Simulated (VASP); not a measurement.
# Rh (P6_3/mmc) in VASP: notebook

The runs below take Rh through single point, relaxation of cell and atoms, with PBEsol.

Program: VASP 6.6.1. These are calculated values, not measurements. Logs are shortened: lines on timing, memory, paths and dates and some standing lists are left out, and cuts for length are marked.

## (1) The cell of the first run

The structure is hexagonal, space group P6_3/mmc (No. 194). The conventional cell has a = 2.663 Å, b = 2.663 Å, c = 8.666 Å, α = 90.00°, β = 90.00°, γ = 120.00°. Within 3.5 Å of Rh (site symmetry -6m2) lie 12 Rh at 2.66 Å. Rh (site symmetry -3m) has 12 Rh at 2.66 Å within 3.5 Å.

## (2) Single point, PBEsol

INCAR

```
ALGO = Normal
EDIFF = 1E-6
ENCUT = 520
GGA = PS
ISIF = 2
ISMEAR = -1
LASPH = T
LCHARG = F
LREAL = F
LWAVE = F
NBANDS = 38
NELM = 60
PREC = Accurate
SIGMA = 0.05
```

KPOINTS

```
k-points
0
Gamma
  11 11 3
```

POSCAR

```
Rh
1.0
    2.6634918234      0.0000000000      0.0000000000
   -1.3317459117      2.3066515819      0.0000000000
    0.0000000000      0.0000000000      8.6663730895
Rh
4
Direct
    0.6666666667      0.3333333333      0.7500000000
    0.0000000000      0.0000000000      0.5000000000
    0.3333333333      0.6666666667      0.2500000000
    0.0000000000      0.0000000000      0.0000000000
```

Potentials or basis: VASP PAW PBE potentials, release 64 (Rh_pv).

Command:

```bash
$ cat potpaw_PBE.64/Rh_pv/POTCAR > POTCAR
$ mpirun -np 1 vasp_std > vasp.out
```

OUTCAR:

```text
EDIFF = 1E-6
   ENCUT = 520
   GGA = PS
   ISIF = 2
   ISMEAR = -1
   LASPH = T
   LREAL = F
   NELM = 60
   PREC = Accurate

 ion  position               nearest neighbor table
   1  0.667  0.333  0.750-   2 2.66   4 2.66   2 2.66   4 2.66   2 2.66   4 2.66
   2  0.000  0.000  0.500-   1 2.66   3 2.66   1 2.66   3 2.66   1 2.66   3 2.66
   3  0.333  0.667  0.250-   2 2.66   4 2.66   2 2.66   4 2.66   2 2.66   4 2.66
   4  0.000  0.000  0.000-   1 2.66   3 2.66   1 2.66   3 2.66   1 2.66   3 2.66

  LATTYP: Found a hexagonal cell.
 ALAT       =     2.6634918234
 C/A-ratio  =     3.2537637298

  Lattice vectors:

 A1 = (   2.6634918234,   0.0000000000,   0.0000000000)
 A2 = (  -1.3317459117,   2.3066515819,   0.0000000000)
 A3 = (   0.0000000000,   0.0000000000,   8.6663730895)

Analysis of symmetry for initial positions (statically):
=====================================================================
 Subroutine PRICEL returns:
 Original cell was already a primitive cell.

 Routine SETGRP: Setting up the symmetry group for a
 hexagonal supercell.

 Subroutine GETGRP returns: Found 24 space group operations
 (whereof 12 operations were pure point group operations)
 out of a pool of 24 trial point group operations.

The static configuration has the point symmetry D_3d.
 The point group associated with its full space group is D_6h.

Analysis of symmetry for dynamics (positions and initial velocities):
=====================================================================
 Subroutine PRICEL returns:
 Original cell was already a primitive cell.

 Routine SETGRP: Setting up the symmetry group for a
 hexagonal supercell.

 Subroutine GETGRP returns: Found 24 space group operations
 (whereof 12 operations were pure point group operations)
 out of a pool of 24 trial point group operations.

The dynamic configuration has the point symmetry D_3d.
 The point group associated with its full space group is D_6h.

 Subroutine INISYM returns: Found 24 space group operations
 (whereof 12 operations are pure point group operations),
 and found     1 'primitive' translations

----------------------------------------------------------------------------------------

                                     Primitive cell

  volume of cell :      53.2440

[... 82 lines left out ...]
 SYSTEM =  unknown system
   PREC   = accura    normal or accurate (medium, high low for compatibility)
   ISTART =      0    job   : 0-new  1-cont  2-samecut
   ICHARG =      2    charge: 1-file 2-atom 10-const
   ISPIN  =      1    spin polarized calculation?
   LNONCOLLINEAR =      F non collinear calculations
   LSORBIT =      F    spin-orbit coupling
   LASPH  =      T    aspherical Exc in radial PAW
   ENCUT  =  520.0 eV  38.22 Ry    6.18 a.u.   4.95  4.95 16.11*2*pi/ulx,y,z
   NELM   =     60;   NELMIN=  2; NELMDL= -5     # of ELM steps
   EDIFF  = 0.1E-05   stopping-criterion for ELM
   LREAL  =      F    real-space projection
   EDIFFG = 0.1E-04   stopping-criterion for IOM
   NSW    =      0    number of steps for IOM
   IBRION =     -1    ionic relax: 0-MD 1-quasi-New 2-CG
   NFREE  =      0    steps in history (QN), initial steepest desc. (CG)
   ISIF   =      2    stress and relaxation
   ISYM   =      2    0-nonsym 1-usesym 2-fastsym
   POTIM  = 0.5000    time-step for ionic-motion
   TEBEG  =    0.0;   TEEND  =   0.0 temperature during run
   PSTRESS=    0.0 pullay stress
   NELECT =      60.0000    total number of electrons
   NUPDOWN=      -1.0000    fix difference up-down
   EMIN   =  10.00;   EMAX   =-10.00  energy-range for DOS
   EFERMI =   0.00;   METHOD = LEGACY
   ISMEAR =    -1;   SIGMA  =   0.05  broadening in eV -4-tet -1-fermi 0-gaus
   EFERMI_NEDOS =   21; number of points for ismear=-14 and -15
   IALGO  =     38    algorithm
   IMIX   =      4    mixing-type and parameters
     AMIX     =   0.40;   BMIX     =  1.00
     AMIX_MAG =   1.60;   BMIX_MAG =  1.00
  volume/ion in A,a.u.               =      13.31        89.83
  Fermi-wavevector in a.u.,A,eV,Ry     =   1.703603  3.219342 39.487676  2.902262
  Thomas-Fermi vector in A             =   2.783159
   LORBIT       =      0    0 simple, 1 ext, 2 COOP (PROOUT), +10 PAW based schemes
   GGA     = PS    functional components
   LHFCALC =     F    Hartree Fock is set to
   AEXX    =    0.0000 exact exchange contribution
   IVDW    =     0    specifies the selected vdW correction
   LEPSILON=     F    determine dielectric tensor
   LRPA    =     F    only Hartree local field effects (RPA)
 non-spin polarized calculation
  energy-cutoff  :      520.00
  volume of cell :       53.24
 maximum number of plane-waves:      1459
 NGX is ok and might be reduce to    20
   NGX =  9   NGY =  9   NGZ = 33

 number of electron      60.0000023 magnetization

 Free energy of the ion-electron system (eV)
  ---------------------------------------------------
  ext. energy  EPLUGINS =         0.00000000
  ---------------------------------------------------
  free energy    TOTEN  =       -32.47500410 eV

  energy without entropy =      -32.42633422  energy(sigma->0) =      -32.45066916

 E-fermi :  12.3833     XC(G=0): -14.4267

 val. band max:       12.3808008320   @ k =   0.3636  -0.0000   0.3333
 cond. band min:      12.3937912942   @ k =   0.3636   0.2727   0.3333
 fundamental gap:      0.0129904622
 Fermi energy:        12.3833240274

 k-point     1 :       0.0000    0.0000    0.0000
  band No.  band energies     occupation
      1     -34.8589      2.00000
      2     -34.4520      2.00000
      3     -34.4514      2.00000
      4     -34.1316      2.00000
      5     -34.1316      2.00000
      6     -34.0784      2.00000
[... 973 lines left out ...]
     37      22.9910      0.00000
     38      25.8735      0.00000

 [... further k-points ...]
[... 5 lines left out ...]
  --------------------------------------------------------------------------------------
  -------------------------------------------------------------------------------------
  Total        1.6157038      1.6157038      1.6111805     -0.0000000      0.0000000      0.0000000
  in kB       48.6185018     48.6185018     48.4823899     -0.0000000      0.0000000      0.0000000
  external PRESSURE =      48.5731312 kB  Pullay stress =       0.0000000 kB

 VOLUME and BASIS-vectors are now :
 -----------------------------------------------------------------------------
  energy-cutoff  :      520.00
  volume of cell :       53.24
      direct lattice vectors                 reciprocal lattice vectors
     2.663491823  0.000000000  0.000000000     0.375446995  0.216764423  0.000000000
    -1.331745912  2.306651582  0.000000000     0.000000000  0.433528847  0.000000000
     0.000000000  0.000000000  8.666373090     0.000000000  0.000000000  0.115388524

 POSITION                                       TOTAL-FORCE (eV/Angst)
 -----------------------------------------------------------------------------------
      1.33175      0.76888      6.49978         0.000000      0.000000     -0.000000
      0.00000      0.00000      4.33319         0.000000      0.000000      0.000000
     -0.00000      1.53777      2.16659        -0.000000     -0.000000      0.000000
      0.00000      0.00000      0.00000         0.000000      0.000000      0.000000
 -----------------------------------------------------------------------------------
    total drift:                                0.000000     -0.000000      0.000000

  FREE ENERGIE OF THE ION-ELECTRON SYSTEM (eV)
  ---------------------------------------------------
  free  energy   TOTEN  =       -32.4750040969 eV

  energy  without entropy=      -32.4263342183  energy(sigma->0) =      -32.45066916
```

It took 44 s on 1 thread of Intel Xeon Platinum 8259CL at 2.50GHz (Skylake/Cascade Lake), shared host; peak memory 0.18 GiB.

Results:

* Free energy: -32.4750 eV
* Pressure: 4.9 GPa
* Band gap on the k mesh: zero (band 30 reaches 13.03 eV, above the bottom of band 31 at 11.31 eV)

Levels at points of the mesh, in eV from the Fermi level:
```
           k point  band 26  band 27  band 28  band 29  band 30  band 31  band 32  band 33  band 34  band 35
(0.00, 0.00, 0.00)    -2.78    -2.78    -1.53    -1.53    -0.91    -0.91    -0.36    -0.36     0.46     0.46
```

Caveat: the PAW data sets were made with another functional, which shifts forces and pressure a little.

## (3) Single point, PBEsol

This run uses another cell than the first one, of 13.53 Å³/atom, 1.017 times its volume.

INCAR

```
PREC = Accurate
ENCUT = 520
EDIFF = 1E-6
ISMEAR = -1
SIGMA = 0.05
LREAL = F
LASPH = T
NELM = 60
ALGO = Normal
ISIF = 2
LWAVE = F
LCHARG = F
GGA = PS
NBANDS = 38
```

KPOINTS

```
Automatic mesh
0
Gamma
  11 11 3
```

POSCAR

```
Rh
1.0
    2.6782830906      0.0000000000      0.0000000000
   -1.3391415453      2.3194611950      0.0000000000
    0.0000000000      0.0000000000      8.7131165351
Rh
4
Direct
    0.6666666667      0.3333333333      0.7500000000
    0.0000000000      0.0000000000      0.5000000000
    0.3333333333      0.6666666667      0.2500000000
    0.0000000000      0.0000000000      0.0000000000
```

Potentials or basis: VASP PAW PBE potentials, release 64 (Rh_pv).

Command:

```bash
$ cat potpaw_PBE.64/Rh_pv/POTCAR > POTCAR
$ mpirun -np 1 vasp_std > vasp.out
```

It took 46 s on 1 thread of Intel Xeon Platinum 8259CL at 2.50GHz (Skylake/Cascade Lake), shared host; peak memory 0.19 GiB.

Results (log left out):

* Free energy: -32.4887 eV
* Pressure: -0.2 GPa
* Band gap on the k mesh: zero (band 30 reaches 12.70 eV, above the bottom of band 31 at 11.02 eV)

Levels at points of the mesh, in eV from the Fermi level:
| k point | band 28 | band 29 | band 30 | band 31 | band 32 | band 33 |
| --- | --- | --- | --- | --- | --- | --- |
| (0.00, 0.00, 0.00) | -1.50 | -1.50 | -0.89 | -0.89 | -0.35 | -0.35 |

Caveat: the PAW data sets were made with another functional, which shifts forces and pressure a little.

## (4) Single point, PBEsol

This run uses another cell than the first one, of 13.44 Å³/atom, 1.010 times its volume.

INCAR

```
PREC     = Accurate       # precision mode
ENCUT    = 520            # plane-wave cutoff, eV
EDIFF    = 1E-6           # SCF threshold, eV
ISMEAR   = -1             # smearing method
SIGMA    = 0.05           # smearing width, eV
LREAL    = False          # projectors in reciprocal space
LASPH    = True           # aspherical terms in the spheres
NELM     = 60             # most SCF steps
ALGO     = Normal         # electronic algorithm
ISIF     = 2              # what is computed and relaxed
LWAVE    = False          # write WAVECAR
LCHARG   = True           # write CHGCAR
GGA      = PS             # functional
LELF     = True           # ELF
LVHAR    = True         
NBANDS   = 38             # bands
```

KPOINTS is that of step 3.

POSCAR

```
Rh
1.0
    2.6722103462      0.0000000000      0.0000000000
   -1.3361051731      2.3142020441      0.0000000000
    0.0000000000      0.0000000000      8.6933606735
Rh
4
Direct
    0.6666666667      0.3333333333      0.7500000000
    0.0000000000      0.0000000000      0.5000000000
    0.3333333333      0.6666666667      0.2500000000
    0.0000000000      0.0000000000      0.0000000000
```

Command:

```bash
$ cat potpaw_PBE.64/Rh_pv/POTCAR > POTCAR
$ mpirun -np 1 vasp_std > vasp.out
```

Run time: 48 s. Hardware: 1 thread of Intel Xeon Platinum 8259CL at 2.50GHz (Skylake/Cascade Lake), shared host; peak memory 0.19 GiB.

The run converged. Its results:

* Free energy: -32.4864 eV
* Pressure: 1.9 GPa
* Band gap on the k mesh: zero (band 30 reaches 12.84 eV, above the bottom of band 31 at 11.14 eV)

Levels at points of the mesh, in eV from the Fermi level:
```
           k point  band 27  band 28  band 29  band 30  band 31  band 32  band 33  band 34
(0.00, 0.00, 0.00)    -2.74    -1.51    -1.51    -0.90    -0.90    -0.36    -0.36     0.46
```

Caveat: the PAW data sets were made with another functional, which shifts forces and pressure a little.

## (5) Relaxation of cell and atoms, PBEsol, target pressure 30 GPa, at which the enthalpy is minimised

This run uses another cell than the first one, of 13.80 Å³/atom, 1.037 times its volume.

INCAR

```
SYSTEM = Rh
  ALGO = Fast
  EDIFF = 1E-6
  EDIFFG = -0.01
  ENCUT = 600
  GGA = PS
  IBRION = 2
  ISIF = 3
  ISMEAR = -1
  LASPH = .True.
  LCHARG = .False.
  LREAL = .False.
  LWAVE = .False.
  NELM = 60
  NSW = 60
  PREC = Accurate
  PSTRESS = 300.0
  SIGMA = 0.05
```

KPOINTS

```
k-points
0
Gamma
  11 11 3
  0 0 0
```

POSCAR

```
Rh
1.0
    2.6917446234      0.0000000000      0.0000000000
   -1.3458723117      2.3311192244      0.0000000000
    0.0000000000      0.0000000000      8.7980701300
Rh
4
Direct
    0.6666666667      0.3333333333      0.7500000000
    0.0000000000      0.0000000000      0.5000000000
    0.3333333333      0.6666666667      0.2500000000
    0.0000000000      0.0000000000      0.0000000000
```

Command:

```bash
$ cat potpaw_PBE.64/Rh_pv/POTCAR > POTCAR
$ mpirun -np 1 vasp_std > vasp.out
```

It took 4.2 min on 1 thread of Intel Xeon 6975P-C (Granite Rapids), shared host; peak memory 0.23 GiB.

It converged, with:

| Quantity | Value |
| --- | --- |
| Free energy | -32.1242 eV |
| Relaxed volume | 12.45 Å³/atom |
| Relaxed cell | a = 2.605 Å, b = 2.605 Å, c = 8.479 Å, α = 90.00°, β = 90.00°, γ = 120.00° |
| Space group after relaxing (to 0.05 Å) | P6_3/mmc (No. 194) |
| Energy change on relaxing (the enthalpy is what falls) | +86.5 meV/atom |
| Ionic steps | 10 |
| Pressure after relaxing | 30.0 GPa |
| Band gap on the k mesh | zero (band 30 reaches 14.43 eV, above the bottom of band 31 at 12.50 eV) |

Step by step:
```csv
step,energy change (eV),largest force (eV/Å),pressure (GPa),volume (Å³)
1,0.0000,0.0000,-5.73,55.21
2,16.9906,0.0000,424.81,34.08
3,0.2119,0.0000,23.05,50.63
4,0.2866,0.0000,27.10,50.15
5,0.3455,0.0000,29.97,49.82
6,0.3652,0.0000,30.86,49.72
7,0.2915,0.0000,27.26,50.12
8,0.3419,0.0000,29.82,49.84
9,0.3492,0.0000,30.12,49.80
10,0.3461,0.0000,29.98,49.82
```

Final structure:
```
Rh
1.0
     2.60467    0.00000    0.00000
    -1.30233    2.25571    0.00000
     0.00000    0.00000    8.47913
Rh
4
Cartesian
  1.3023 0.7519 6.3593
  0.0000 0.0000 4.2396
  0.0000 1.5038 2.1198
  0.0000 0.0000 0.0000
```

Levels at points of the mesh, in eV from the Fermi level:
| k point | band 28 | band 29 | band 30 | band 31 | band 32 | band 33 |
| --- | --- | --- | --- | --- | --- | --- |
| (0.00, 0.00, 0.00) | -1.70 | -1.70 | -1.01 | -1.01 | -0.39 | -0.39 |

Caveat: the cell is relaxed towards a set pressure, so the enthalpy falls and the energy may rise; the PAW data sets were made with another functional, which shifts forces and pressure a little.

## (6) Overview

| task | cell | cutoff (eV) | gap on the mesh (eV) | pressure (GPa) |
| --- | --- | --- | --- | --- |
| single point | a = 2.663, b = 2.663, c = 8.666 Å, angles 90.0, 90.0, 120.0°, 4 atoms | 520 | none | 4.9 |
| single point | a = 2.678, b = 2.678, c = 8.713 Å, angles 90.0, 90.0, 120.0°, 4 atoms | 520 | none | -0.2 |
| single point | a = 2.672, b = 2.672, c = 8.693 Å, angles 90.0, 90.0, 120.0°, 4 atoms | 520 | none | 1.9 |
| relaxation of cell and atoms | relaxed to 30 GPa from a = 2.692, b = 2.692, c = 8.798 Å, angles 90.0, 90.0, 120.0°, 4 atoms | 600 | none | 30.0 |

Alike in all rows: level PBEsol; potentials or basis VASP PAW PBE potentials, release 64 (Rh_pv); no spin polarisation; k mesh 11 × 11 × 3; smearing fermi-dirac 0.05 eV.

Caveats: the PAW data sets were made with another functional, which shifts forces and pressure a little; the cell is relaxed towards a set pressure, so the enthalpy falls and the energy may rise (some runs).

Absolute energies hang on the potentials; compare differences alone.
